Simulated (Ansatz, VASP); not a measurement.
# Two plane-wave programs on MgF2

```
Mg F
1.0
     4.62202    0.00000    0.00000
     0.00000    4.62202    0.00000
     0.00000    0.00000    3.04611
Mg F
2 4
Direct
  0.00000 0.00000 0.00000
  0.50000 0.50000 0.50000
  0.30295 0.30295 0.00000
  0.19705 0.80295 0.50000
  0.80295 0.19705 0.50000
  0.69705 0.69705 0.00000
```

Alike in both runs: task single point; functional HSE06; k mesh 4 × 4 × 6; no spin polarisation.

```csv
,VASP,Ansatz
version,VASP 6.6.1,Ansatz 0.2.0
potentials or method,"VASP PAW PBE potentials, release 64 (Mg, F)","plane waves, PAW"
plane-wave cutoff (eV),520,420
occupations,"gaussian, width 0.01 eV",fixed
valence electrons in the cell,32,48
```

```csv
,VASP,Ansatz,Ansatz less VASP
gap on the k mesh at the Fermi level (eV),9.41,9.47,+0.063
pressure (GPa),0.7,1.1,+0.38
rms of the force components (eV/Å),0.008,0.010,+0.0025
```

Atom by atom the forces differ by 0.003 eV/Å (rms over components). VASP's potentials hold 32 valence electrons a cell and Ansatz's 48, so a difference there can come from the potentials and not from the codes. Ansatz's warnings: stress exchange threshold loose, stress scf threshold loose.
